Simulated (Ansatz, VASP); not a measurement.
# One calculation of As, two programs

File INCAR:

```
SYSTEM = As
ALGO = Normal ; EDIFF = 1E-6
ENCUT = 520 ; GGA = PS
ISIF = 2 ; ISMEAR = -1
LASPH = .True. ; LCHARG = .True.
LELF = .True. ; LREAL = .False.
LVHAR = .True. ; LWAVE = .False.
NBANDS = 12 ; NELM = 60
PREC = Accurate ; SIGMA = 0.05
```

The input KPOINTS:

```
k-points
0
Gamma
  12 12 12
  0 0 0
```

The input POSCAR:

```
As
1.0
    1.8616337790      1.0748147634      3.6732048296
   -1.8616337790      1.0748147634      3.6732048296
    0.0000000000     -2.1496295268      3.6732048296
As
2
Direct
    0.2244335900      0.2244335900      0.2244335900
    0.7755664100      0.7755664100      0.7755664100
```

Input for Ansatz:

```yaml
crystal:
  lattice:
    - [1.861633779, 1.0748147634, 3.6732048296]
    - [-1.861633779, 1.0748147634, 3.6732048296]
    - [0.0, -2.1496295268, 3.6732048296]
  atoms:
    - { symbol: As, position: [0.22443359, 0.22443359, 0.22443359] }
    - { symbol: As, position: [0.77556641, 0.77556641, 0.77556641] }
kpoints:
  mp_grid: { grid: [12, 12, 12] }
scf:
  occupations: { method: fermi_dirac, width: 0.05 }
hamiltonian:
  xc: pbesol
  pseudopotentials: { kind: all_electron, lapw: { basis_error: 0.0005 } }
output:
  forces: true
  stress: true
  eigenvalues: true
```

Change from the starting cell: volume scaled by 0.975.

Alike in both runs: task single point; functional PBEsol; k mesh 12 × 12 × 12; occupations fermi-dirac, width 0.05 eV; no spin polarisation.

|  | VASP | Ansatz |
| --- | --- | --- |
| version | VASP 6.6.1 | Ansatz 0.2.0 |
| potentials or method | VASP PAW PBE potentials, release 64 (As), cutoff 520 eV | all-electron LAPW, scalar-relativistic |

Ansatz gave:

- pressure (GPa): 0.4
- traceless stress, the component that is largest in VASP (GPa): -1.02
- rms of the force components (eV/Å): 0.208

What did VASP give for the same quantities?

Pressure (GPa): 0.8; traceless stress, the component that is largest in VASP (GPa): -1.14; rms of the force components (eV/Å): 0.253.

VASP's potentials were made for PBE, not for PBEsol. Atom by atom the forces differ by 0.046 eV/Å (rms over components). Ansatz ran all-electron here, and VASP with PAW potentials.
